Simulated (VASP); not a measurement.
Wanted: the native input for a VASP 6.6.1 run.

| Item | Value |
| --- | --- |
| Task | single point |
| Functional | PBE |
| Potentials or basis | VASP PAW PBE potentials, release 64 (Ga_d, Sb, As) |
| Cutoff | 520 eV |
| k mesh | 4 × 4 × 4 |
| Occupations | gaussian, width 0.2 eV |
| Spin | no spin polarisation |
| Dipole correction | no |
| Further INCAR settings | ALGO = Normal; EDIFF = 1e-06; NBANDS = 46 |

The structure of Ga4Sb3As lies in POSCAR:

```
Ga4Sb3As
1.0
    6.1059706733      0.0037152777     -0.0008621229
    0.0036783927      6.1023409152     -0.0021377140
   -3.0557418774     -3.0552170388      6.0928775397
Ga Sb As
4 3 1
Direct
    0.6418968477      0.6419489727      0.7587826863
    0.1168954726      0.1169893251      0.7587564007
    0.3581867563      0.8829345935      0.2413709801
    0.8830011405      0.3582279968      0.2414479205
    0.5000323994      0.4999328307      0.9997597461
    0.2499583510      0.7499230702      0.4999169721
    0.7499130424      0.2499527828      0.4999380020
    0.0001159900      0.0000904281      0.0000272923
```

One way to write it, as run:

INCAR

```
PREC = Accurate
ENCUT = 520
EDIFF = 1E-6
ISMEAR = 0
SIGMA = 0.2
LREAL = F
LASPH = T
NELM = 100
ALGO = Normal
ISIF = 2
LWAVE = F
LCHARG = F
GGA = PE
NBANDS = 46
```

KPOINTS

```
regular mesh
0
Gamma
  4 4 4
```

Potentials or basis: VASP PAW PBE potentials, release 64 (Ga_d, Sb, As).

The run is started by

```sh
$ cat potpaw_PBE.64/Ga_d/POTCAR potpaw_PBE.64/Sb/POTCAR potpaw_PBE.64/As/POTCAR > POTCAR
$ mpirun -np 1 vasp_std > vasp.out
```

Results of the run:

* Pressure: 0.1 GPa
* Largest force: 0.004 eV/Å

Wall time 9.8 min on 1 thread of Intel Xeon 8259CL, with other jobs on the host, peak memory 0.55 GiB.
